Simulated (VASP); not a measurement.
Li, 1 atom in the cell. Symmetry: Im-3m, No. 229, cubic system. Conventional cell: a = 3.500 Å, b = 3.500 Å, c = 3.500 Å, α = 90.00°, β = 90.00°, γ = 90.00°. Li (site symmetry m-3m) has 14 Li at 3.03 to 3.50 Å within 4.0 Å. 

| Quantity | Value |
| --- | --- |
| Program | VASP 6.6.1 |
| Task | single point |
| Functional | PBE |
| Potentials or basis | VASP PAW PBE potentials, release 64 (Li_sv) |
| Cutoff | 520 eV |
| k mesh | 15 × 15 × 15 |
| Occupations | fermi-dirac, width 0.08 eV |
| Spin | no spin polarisation |
| Dipole correction | no |
| Further INCAR settings | ALGO = Normal; EDIFF = 1e-06; NBANDS = 8 |

Potentials or basis: VASP PAW PBE potentials, release 64 (Li_sv).

The run is started by

```console
$ cat potpaw_PBE.64/Li_sv/POTCAR > POTCAR
$ mpirun -np 1 vasp_std > vasp.out
```

Hardware: 1 thread of Intel Xeon 6975P-C, with other jobs on the host.

Question: Estimate the wall time of this run.

Answer: Run time: 11 s on 1 thread of Intel Xeon 6975P-C, on a shared host, peak memory 0.13 GiB. Counts: scf iterations 8, k points 120.
